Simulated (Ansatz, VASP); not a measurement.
## One calculation of Ag, two programs

```xyz
2
Lattice="2.9300 0.0000 0.0000 -1.4650 2.5375 0.0000 0.0000 0.0000 4.6463" Properties=species:S:1:pos:R:3 pbc="T T T"
Ag    0.0000    1.6916    1.1616
Ag    1.4650    0.8458    3.4847
```

Change from the starting cell: z stretched by -3 %, ions relaxed.

Alike in both runs: functional PBE; k mesh 18 × 18 × 10; occupations fermi-dirac, width 0.05 eV; no spin polarisation.

Ansatz relaxed the structure, and its values are those at the end. VASP's run is a single point on that final structure, the one shown.

|  | VASP | Ansatz |
| --- | --- | --- |
| version | VASP 6.6.1 | Ansatz 0.2.0 |
| potentials or method | VASP PAW PBE potentials, release 64 (Ag) | plane-wave PAW, scalar-relativistic |
| plane-wave cutoff (eV) | 520 | 420 |
| valence electrons in the cell | 22 | 38 |

|  | VASP | Ansatz | Ansatz less VASP |
| --- | --- | --- | --- |
| pressure (GPa) | 3.5 | 3.6 | +0.15 |

With one functional, cell and mesh, what is left measures potentials, basis and numerics. VASP's potentials hold 22 valence electrons a cell and Ansatz's 38, so a difference there can come from the potentials and not from the codes. Ansatz's warnings: stress scf threshold loose.
